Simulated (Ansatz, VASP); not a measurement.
**Ni in VASP and in Ansatz**

The input INCAR:

```
PREC     = Accurate       # precision mode
ENCUT    = 520            # plane-wave cutoff, eV
EDIFF    = 1E-6           # SCF threshold, eV
ISMEAR   = 0              # smearing method
SIGMA    = 0.05           # smearing width, eV
LREAL    = False          # projectors in reciprocal space
LASPH    = True           # aspherical terms in the spheres
NELM     = 150            # most SCF steps
ALGO     = Normal         # electronic algorithm
ISIF     = 2              # what is computed and relaxed
LWAVE    = False          # write WAVECAR
LCHARG   = True           # write CHGCAR
ISPIN    = 2              # spin polarisation
MAGMOM   = 0.8            # initial moments
LORBIT   = 11             # projections on sites
LMAXMIX  = 4              # l up to which the mixer works
GGA      = PE             # functional
LELF     = True           # ELF
LVHAR    = True         
NBANDS   = 15             # bands
```

File KPOINTS:

```
regular mesh
0
Gamma
  10 10 10
```

The input POSCAR:

```
Ni
1.0
    0.0000000000      1.7600000000      1.7600000000
    1.7600000000      0.0000000000      1.7600000000
    1.7600000000      1.7600000000      0.0000000000
Ni
1
Direct
    0.0000000000      0.0000000000      0.0000000000
```

Input for Ansatz:

```yaml
crystal:
  lattice:
    - [0.0, 1.76, 1.76]
    - [1.76, 0.0, 1.76]
    - [1.76, 1.76, 0.0]
  atoms:
    - { symbol: Ni, position: [0.0, 0.0, 0.0], spin: 0.8 }
basis:
  ecutwfc: 600
  ecutrho_ratio: 5
kpoints:
  mp_grid: { grid: [10, 10, 10] }
hamiltonian:
  xc: pbe
scf:
  occupations: { method: gaussian, width: 0.05 }
output:
  forces: true
  stress: true
  eigenvalues: true
  populations: true
magnetization:
  spin_polarized: true
```

Alike in both runs: task single point; functional PBE; k mesh 10 × 10 × 10; occupations gaussian, width 0.05 eV; collinear spin.

|  | VASP | Ansatz |
| --- | --- | --- |
| version | VASP 6.6.1 | Ansatz 0.2.0 |
| potentials or method | VASP PAW PBE potentials, release 64 (Ni), cutoff 520 eV | scalar-relativistic, plane waves, PAW |
| valence electrons in the cell | 10 | 18 |

Ansatz gave:

```
gap on the k mesh at the Fermi level (eV)                     : none
pressure (GPa)                                                : 0.2
net moment per atom (μB)                                      : 0.73
size of the moment on the site where the two differ most (μB) : 0.77
```

Question: Estimate VASP's values.

Answer: gap on the k mesh at the Fermi level (eV): none; pressure (GPa): 0.2; net moment per atom (μB): 0.73; size of the moment on the site where the two differ most (μB): 0.74.

Site moments also hang on the region over which each program counts them. A gap of «none» marks a metal or a gap that the smearing closes. VASP's potentials hold 10 valence electrons a cell and Ansatz's 18, so a difference there can come from the potentials and not from the codes.
